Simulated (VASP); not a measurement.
# B (P6_3/mmc) in VASP: a series of runs

B is run at these levels: PBEsol; tasks: single point.

All numbers are computed with VASP 6.6.1; they aren't measurements. Logs are shortened: lines on timing, memory, paths and dates and some standing lists are left out, and cuts for length are marked.

### Step 1. The cell of the first run

It takes space group P6_3/mmc (No. 194, hexagonal). The conventional cell has a = 1.710 Å, b = 1.710 Å, c = 3.256 Å, α = 90.00°, β = 90.00°, γ = 120.00°. Within 2.3 Å of B (site symmetry -6m2) lie 12 B at 1.71 to 1.90 Å.

### Step 2. Single point, PBEsol

INCAR reads:

```
SYSTEM = B
ALGO = Normal
EDIFF = 1E-7
ENCUT = 520
GGA = PS
ISIF = 2
ISMEAR = -1
LASPH = .TRUE.
LCHARG = .FALSE.
LREAL = .FALSE.
LWAVE = .FALSE.
NBANDS = 10
NELM = 100
PREC = Accurate
SIGMA = 0.1
```

KPOINTS reads:

```
k-points
0
G
  23 23 13
  0 0 0
```

POSCAR reads:

```
B
1.0
    1.7104727177      0.0000000000      0.0000000000
   -0.8552363589      1.4813128260      0.0000000000
    0.0000000000      0.0000000000      3.2557217284
B
2
Direct
    0.3333333333      0.6666666667      0.2500000000
    0.6666666667      0.3333333333      0.7500000000
```

Potentials or basis: VASP PAW PBE potentials, release 64 (B).

On the command line:

```bash
> cat potpaw_PBE.64/B/POTCAR > POTCAR
> mpirun -np 1 vasp_std > vasp.out
```

OUTCAR:

```text
SYSTEM = B
   EDIFF = 1E-7
   ENCUT = 520
   GGA = PS
   ISIF = 2
   ISMEAR = -1
   LASPH = .TRUE.
   LREAL = .FALSE.
   NELM = 100
   PREC = Accurate

 ion  position               nearest neighbor table
   1  0.333  0.667  0.250-   2 1.90   2 1.90   2 1.90   2 1.90   2 1.90   2 1.90
   2  0.667  0.333  0.750-   1 1.90   1 1.90   1 1.90   1 1.90   1 1.90   1 1.90

  LATTYP: Found a hexagonal cell.
 ALAT       =     1.7104727177
 C/A-ratio  =     1.9034046522

  Lattice vectors:

 A1 = (   1.7104727177,   0.0000000000,   0.0000000000)
 A2 = (  -0.8552363589,   1.4813128260,   0.0000000000)
 A3 = (   0.0000000000,   0.0000000000,   3.2557217284)

Analysis of symmetry for initial positions (statically):
=====================================================================
 Subroutine PRICEL returns:
 Original cell was already a primitive cell.

 Routine SETGRP: Setting up the symmetry group for a
 hexagonal supercell.

 Subroutine GETGRP returns: Found 24 space group operations
 (whereof 12 operations were pure point group operations)
 out of a pool of 24 trial point group operations.

The static configuration has the point symmetry D_3d.
 The point group associated with its full space group is D_6h.

Analysis of symmetry for dynamics (positions and initial velocities):
=====================================================================
 Subroutine PRICEL returns:
 Original cell was already a primitive cell.

 Routine SETGRP: Setting up the symmetry group for a
 hexagonal supercell.

 Subroutine GETGRP returns: Found 24 space group operations
 (whereof 12 operations were pure point group operations)
 out of a pool of 24 trial point group operations.

The dynamic configuration has the point symmetry D_3d.
 The point group associated with its full space group is D_6h.

 Subroutine INISYM returns: Found 24 space group operations
 (whereof 12 operations are pure point group operations),
 and found     1 'primitive' translations

----------------------------------------------------------------------------------------

                                     Primitive cell

  volume of cell :       8.2492

  direct lattice vectors                    reciprocal lattice vectors
     1.710472718  0.000000000  0.000000000     0.584633704  0.337538426  0.000000000
    -0.855236359  1.481312826  0.000000000     0.000000000  0.675076852  0.000000000
     0.000000000  0.000000000  3.255721728     0.000000000  0.000000000  0.307151558

  length of vectors
     1.710472718  1.710472718  3.255721728     0.675076852  0.675076852  0.307151558

  position of ions in fractional coordinates (direct lattice)
     0.333333333  0.666666667  0.250000000
     0.666666667  0.333333333  0.750000000

  ion indices of the primitive-cell ions
   primitive index   ion index
                 1           1
                 2           2

----------------------------------------------------------------------------------------

 KPOINTS: k-points

Automatic generation of k-mesh.
 Grid dimensions read from file:
 generate k-points for:   23   23   13

 Generating k-lattice:

  Cartesian coordinates                     Fractional coordinates (reciprocal lattice)
     0.025418857  0.014675584  0.000000000     0.043478261  0.000000000  0.000000000
     0.000000000  0.029351167  0.000000000     0.000000000  0.043478261  0.000000000
     0.000000000  0.000000000  0.023627043     0.000000000  0.000000000  0.076923077

  Length of vectors
     0.029351167  0.029351167  0.023627043

  Shift w.r.t. Gamma in fractional coordinates (k-lattice)
     0.000000000  0.000000000  0.000000000

 Subroutine IBZKPT returns following result:
 ===========================================

 Found    392 irreducible k-points:

 Following reciprocal coordinates:
            Coordinates               Weight
  0.000000  0.000000  0.000000      1.000000
  0.043478  0.000000  0.000000      6.000000
  0.086957  0.000000  0.000000      6.000000
  0.130435  0.000000  0.000000      6.000000
  0.173913  0.000000  0.000000      6.000000
  0.217391  0.000000  0.000000      6.000000
[... 16 lines left out ...]
  0.478261  0.043478  0.000000      6.000000
  0.086957  0.086957  0.000000      6.000000
 [... further k-points ...]
   k-points           NKPTS =    392   k-points in BZ     NKDIM =    392   number of bands    NBANDS=     10
   number of dos      NEDOS =    301   number of ions     NIONS =      2
   total plane-waves  NPLWV =   4704
   dimension x,y,z NGX =    14 NGY =   14 NGZ =   24
   dimension x,y,z NGXF=    28 NGYF=   28 NGZF=   48
   ions per type =               2
   NGX,Y,Z   is equivalent  to a cutoff of  13.61, 13.61, 12.26 a.u.
   NGXF,Y,Z  is equivalent  to a cutoff of  27.21, 27.21, 24.51 a.u.
 SYSTEM =  B
   PREC   = accura    normal or accurate (medium, high low for compatibility)
   ISTART =      0    job   : 0-new  1-cont  2-samecut
   ICHARG =      2    charge: 1-file 2-atom 10-const
   ISPIN  =      1    spin polarized calculation?
   LNONCOLLINEAR =      F non collinear calculations
   LSORBIT =      F    spin-orbit coupling
   LASPH  =      T    aspherical Exc in radial PAW
   ENCUT  =  520.0 eV  38.22 Ry    6.18 a.u.   3.18  3.18  6.05*2*pi/ulx,y,z
   NELM   =    100;   NELMIN=  2; NELMDL= -5     # of ELM steps
   EDIFF  = 0.1E-06   stopping-criterion for ELM
   LREAL  =      F    real-space projection
   EDIFFG = 0.1E-05   stopping-criterion for IOM
   NSW    =      0    number of steps for IOM
   IBRION =     -1    ionic relax: 0-MD 1-quasi-New 2-CG
   NFREE  =      0    steps in history (QN), initial steepest desc. (CG)
   ISIF   =      2    stress and relaxation
   ISYM   =      2    0-nonsym 1-usesym 2-fastsym
   POTIM  = 0.5000    time-step for ionic-motion
   TEBEG  =    0.0;   TEEND  =   0.0 temperature during run
   PSTRESS=    0.0 pullay stress
   NELECT =       6.0000    total number of electrons
   NUPDOWN=      -1.0000    fix difference up-down
   EMIN   =  10.00;   EMAX   =-10.00  energy-range for DOS
   EFERMI =   0.00;   METHOD = LEGACY
   ISMEAR =    -1;   SIGMA  =   0.10  broadening in eV -4-tet -1-fermi 0-gaus
   EFERMI_NEDOS =   21; number of points for ismear=-14 and -15
   IALGO  =     38    algorithm
   IMIX   =      4    mixing-type and parameters
     AMIX     =   0.40;   BMIX     =  1.00
     AMIX_MAG =   1.60;   BMIX_MAG =  1.00
  volume/ion in A,a.u.               =       4.12        27.83
  Fermi-wavevector in a.u.,A,eV,Ry     =   1.472274  2.782194 29.491844  2.167589
  Thomas-Fermi vector in A             =   2.587308
   LORBIT       =      0    0 simple, 1 ext, 2 COOP (PROOUT), +10 PAW based schemes
   GGA     = PS    functional components
   LHFCALC =     F    Hartree Fock is set to
   AEXX    =    0.0000 exact exchange contribution
   IVDW    =     0    specifies the selected vdW correction
   LEPSILON=     F    determine dielectric tensor
   LRPA    =     F    only Hartree local field effects (RPA)
 non-spin polarized calculation
  energy-cutoff  :      520.00
  volume of cell :        8.25
 maximum number of plane-waves:       240
 NGX is ok and might be reduce to    14
   NGX =  7   NGY =  7   NGZ = 13

 number of electron       6.0000000 magnetization

 Free energy of the ion-electron system (eV)
  ---------------------------------------------------
  ext. energy  EPLUGINS =         0.00000000
  ---------------------------------------------------
  free energy    TOTEN  =        -9.68034354 eV

  energy without entropy =       -9.67065598  energy(sigma->0) =       -9.67549976

 E-fermi :  15.1910     XC(G=0): -14.5863

 val. band max:       15.1591022066   @ k =   0.3043   0.2609   0.2308
 cond. band min:      15.1965268215   @ k =   0.4783   0.0000   0.1538
 fundamental gap:      0.0374246149
 Fermi energy:        15.1910278812

 k-point     1 :       0.0000    0.0000    0.0000
  band No.  band energies     occupation
      1      -8.3677      2.00000
      2       0.2794      2.00000
      3       5.6762      2.00000
      4      30.6579      0.00000
      5      37.5055      0.00000
      6      37.5055      0.00000
      7      39.9988      0.00000
      8      39.9988      0.00000
      9      45.6475      0.00000
     10      58.1028      0.00000

 k-point     2 :       0.0435    0.0000    0.0000
  band No.  band energies     occupation
      1      -8.2736      2.00000
      2       0.4042      2.00000
      3       5.7240      2.00000
      4      30.7201      0.00000
      5      36.8528      0.00000
      6      37.0197      0.00000
      7      39.5894      0.00000
      8      39.9928      0.00000
      9      46.1718      0.00000
     10      55.5221      0.00000

 k-point     3 :       0.0870    0.0000    0.0000
  band No.  band energies     occupation
      1      -7.9912      2.00000
      2       0.7785      2.00000
      3       5.8668      2.00000
      4      30.8950      0.00000
      5      35.0081      0.00000
      6      35.8818      0.00000
      7      38.6937      0.00000
      8      39.7576      0.00000
      9      47.2485      0.00000
     10      52.5205      0.00000

 k-point     4 :       0.1304    0.0000    0.0000
  band No.  band energies     occupation
      1      -7.5208      2.00000
      2       1.4017      2.00000
      3       6.1018      2.00000
      4      31.1422      0.00000
      5      32.3878      0.00000
      6      34.4918      0.00000
      7      37.4562      0.00000
      8      39.1608      0.00000
      9      47.9305      0.00000
     10      50.3680      0.00000

 k-point     5 :       0.1739    0.0000    0.0000
  band No.  band energies     occupation
      1      -6.8629      2.00000
      2       2.2720      2.00000
      3       6.4213      2.00000
      4      29.3963      0.00000
      5      31.3708      0.00000
      6      33.0605      0.00000
      7      35.8067      0.00000
      8      38.3054      0.00000
      9      46.8838      0.00000
     10      49.3950      0.00000

 k-point     6 :       0.2174    0.0000    0.0000
  band No.  band energies     occupation
      1      -6.0189      2.00000
      2       3.3872      2.00000
      3       6.8070      2.00000
      4      26.3069      0.00000
      5      31.3910      0.00000
      6      31.6986      0.00000
      7      33.7683      0.00000
      8      37.3408      0.00000
      9      45.4991      0.00000
     10      45.6240      0.00000
[... 183 lines left out ...]
 k-point    21 :       0.3913    0.0435    0.0000
  band No.  band energies     occupation
      1      -0.0462      2.00000
      2       7.0427      2.00000
      3      11.3150      2.00000
      4      16.4743      0.00001
      5      22.9314      0.00000
      6      23.5007      0.00000
      7      27.6388      0.00000
      8      33.6577      0.00000
      9      40.7941      0.00000
     10      44.0567      0.00000

 k-point    22 :       0.4348    0.0435    0.0000
  band No.  band energies     occupation
      1       1.5008      2.00000
      2       5.9104      2.00000
      3      13.4239      2.00000
      4      16.1986      0.00008
      5      20.3317      0.00000
      6      22.2102      0.00000
      7      27.2772      0.00000
      8      33.3744      0.00000
      9      41.0015      0.00000
     10      43.9904      0.00000

 k-point    23 :       0.4783    0.0435    0.0000
  band No.  band energies     occupation
      1       2.4001      2.00000
      2       5.1124      2.00000
      3      14.6710      1.98903
      4      16.2059      0.00008
      5      18.9116      0.00000
      6      21.7125      0.00000
      7      27.1582      0.00000
      8      33.2791      0.00000
      9      41.0844      0.00000
     10      43.9722      0.00000

 k-point    24 :       0.0870    0.0870    0.0000
  band No.  band energies     occupation
      1      -7.2384      2.00000
      2       1.7749      2.00000
      3       6.2437      2.00000
      4      31.2669      0.00000
      5      31.9466      0.00000
      6      32.5731      0.00000
      7      37.1008      0.00000
      8      38.2302      0.00000
      9      49.1013      0.00000
     10      50.7144      0.00000

 [... further k-points ...]
[... 5 lines left out ...]
  --------------------------------------------------------------------------------------
  -------------------------------------------------------------------------------------
  Total        9.8472594      9.8472594      9.8190772     -0.0000000      0.0000000      0.0000000
  in kB     1912.5629978   1912.5629978   1907.0893687     -0.0000001      0.0000000      0.0000000
  external PRESSURE =    1910.7384548 kB  Pullay stress =       0.0000000 kB

 VOLUME and BASIS-vectors are now :
 -----------------------------------------------------------------------------
  energy-cutoff  :      520.00
  volume of cell :        8.25
      direct lattice vectors                 reciprocal lattice vectors
     1.710472718  0.000000000  0.000000000     0.584633704  0.337538426  0.000000000
    -0.855236359  1.481312826  0.000000000     0.000000000  0.675076852  0.000000000
     0.000000000  0.000000000  3.255721728     0.000000000  0.000000000  0.307151558

 POSITION                                       TOTAL-FORCE (eV/Angst)
 -----------------------------------------------------------------------------------
     -0.00000      0.98754      0.81393         0.000000      0.000000      0.000000
      0.85524      0.49377      2.44179        -0.000000      0.000000      0.000000
 -----------------------------------------------------------------------------------
    total drift:                               -0.000000      0.000000     -0.000000

  FREE ENERGIE OF THE ION-ELECTRON SYSTEM (eV)
  ---------------------------------------------------
  free  energy   TOTEN  =        -9.6803435444 eV

  energy  without entropy=       -9.6706559809  energy(sigma->0) =       -9.67549976
```

Wall time 16 s (1 thread of Intel Xeon 6975P-C, shared host); peak memory 0.13 GiB.

Results:

```
Free energy            : -9.6803 eV
Pressure               : 191.1 GPa
Band gap on the k mesh : zero (band 3 reaches 19.32 eV, above the bottom of band 4 at 10.84 eV)
```

Stress tensor (GPa, compression positive):
```
191.26   0.00   0.00
  0.00 191.26   0.00
  0.00   0.00 190.71
```

Caveat: the PAW data sets were made with another functional, which shifts forces and pressure a little.

### Step 3. Single point, PBEsol

INCAR reads:

```
  ALGO = Normal
  EDIFF = 1E-6
  ENCUT = 520
  GGA = PS
  ISIF = 2
  ISMEAR = -1
  LASPH = T
  LCHARG = F
  LREAL = F
  LWAVE = F
  NBANDS = 10
  NELM = 100
  PREC = Accurate
  SIGMA = 0.1
```

KPOINTS reads:

```
k-points
0
Gamma
  23 23 13
```

POSCAR reads:

```
B
1.0
    1.7102829785      0.0000000000      0.0000000000
   -0.8551414893      1.4811485071      0.0000000000
    0.0000000000      0.0000000000      3.2555413466
B
2
Direct
    0.3333333333      0.6666666667      0.2500000000
    0.6666666667      0.3333333333      0.7500000000
```

Potentials or basis: VASP PAW PBE potentials, release 64 (B).

On the command line:

```bash
> cat potpaw_PBE.64/B/POTCAR > POTCAR
> mpirun -np 1 vasp_std > vasp.out
```

It took 20 s on 1 thread of Intel Xeon 6975P-C, shared host; peak memory 0.13 GiB.

The run converged. Its results:

```yaml
Free_energy: -9.6776 eV
Pressure: 191.3 GPa
Band_gap_on_the_k_mesh: zero (band 3 reaches 19.32 eV, above the bottom of band 4 at 10.84 eV)
```

Stress tensor (GPa, compression positive):
```
191.53   0.00   0.00
  0.00 191.53   0.00
  0.00   0.00 190.89
```

Levels at points of the mesh, in eV from the Fermi level:
| k point | band 1 | band 2 | band 3 | band 4 | band 5 | band 6 |
| --- | --- | --- | --- | --- | --- | --- |
| (0.00, 0.00, 0.00) | -23.56 | -14.92 | -9.52 | 15.47 | 22.32 | 22.32 |

Caveat: the PAW data sets were made with another functional, which shifts forces and pressure a little.
